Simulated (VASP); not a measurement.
Wanted: the native input for a VASP 6.6.1 run.

| Item | Value |
| --- | --- |
| Task | single point |
| Functional | PBE |
| Potentials or basis | VASP PAW PBE potentials, release 64 (Mg, O) |
| Cutoff | 520 eV |
| k mesh | 10 × 10 × 10 |
| Occupations | gaussian, width 0.02 eV |
| Spin | no spin polarisation |
| Dipole correction | no |
| Further INCAR settings | ALGO = Normal; EDIFF = 1e-07; NBANDS = 11 |

The structure of MgO lies in POSCAR:

```
MgO
1.0
    0.0000000000      2.1268522619      2.1268522619
    2.1268522619      0.0000000000      2.1268522619
    2.1268522619      2.1268522619      0.0000000000
Mg O
1 1
Direct
    0.0000000000      0.0000000000      0.0000000000
    0.5000000000      0.5000000000      0.5000000000
```

One way to write it, as run:

INCAR

```
SYSTEM = MgO
PREC = Accurate
ENCUT = 520
EDIFF = 1E-7
ISMEAR = 0
SIGMA = 0.02
LREAL = .FALSE.
LASPH = .TRUE.
NELM = 100
ALGO = Normal
ISIF = 2
LWAVE = .FALSE.
LCHARG = .FALSE.
GGA = PE
NBANDS = 11
```

KPOINTS

```
regular mesh
0
G
  10 10 10
  0 0 0
```

Potentials or basis: VASP PAW PBE potentials, release 64 (Mg, O).

Run with:

```sh
$ cat potpaw_PBE.64/Mg/POTCAR potpaw_PBE.64/O/POTCAR > POTCAR
$ mpirun -np 1 vasp_std > vasp.out
```

It gave:

```yaml
Pressure: -0.7 GPa
Band_gap_on_the_k_mesh: 4.44 eV, direct
```

Run time: 6.3 s on 1 thread of Intel(R) Xeon(R) Platinum 8488C (Sapphire Rapids), with other jobs on the host, peak memory 0.14 GiB.
